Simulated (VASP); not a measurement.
A run of VASP 6.6.1 is set up as follows.

File INCAR:

```
SYSTEM = GaN
PREC = Accurate ; ENCUT = 520
EDIFF = 1E-6 ; ISMEAR = 0
SIGMA = 0.05 ; LREAL = .False.
LASPH = .True. ; NELM = 60
ALGO = Normal ; ISIF = 2
LWAVE = .False. ; LCHARG = .False.
GGA = PE ; NBANDS = 16
```

The input KPOINTS:

```
regular mesh
0
Gamma
  10 10 10
  0 0 0
```

Contents of POSCAR:

```
GaN
1.0
    0.0000000000      2.2401249100      2.2401249100
    2.2742384873     -0.0341135773      2.2742384873
    2.2742384873      2.2742384873     -0.0341135773
Ga N
1 1
Direct
    0.0000000000      0.0000000000      0.0000000000
    0.7500000000      0.7500000000      0.7500000000
```

Potentials or basis: VASP PAW PBE potentials, release 64 (Ga_d, N).

Run with:

```bash
$ cat potpaw_PBE.64/Ga_d/POTCAR potpaw_PBE.64/N/POTCAR > POTCAR
$ mpirun -np 1 vasp_std > vasp.out
```

Estimate the largest force.

0.212 eV/Å.

Estimate the band gap on the k mesh.

1.48 eV, direct.

Forces in eV/Å, atoms in the order of the input:
```
Ga   0.212  0.000  0.000
N   -0.212  0.000  0.000
```

Caveat: the cell differs from its parent crystal (strain -0.0300 x Voigt [0, 0, 0, 1, 0, 0]).
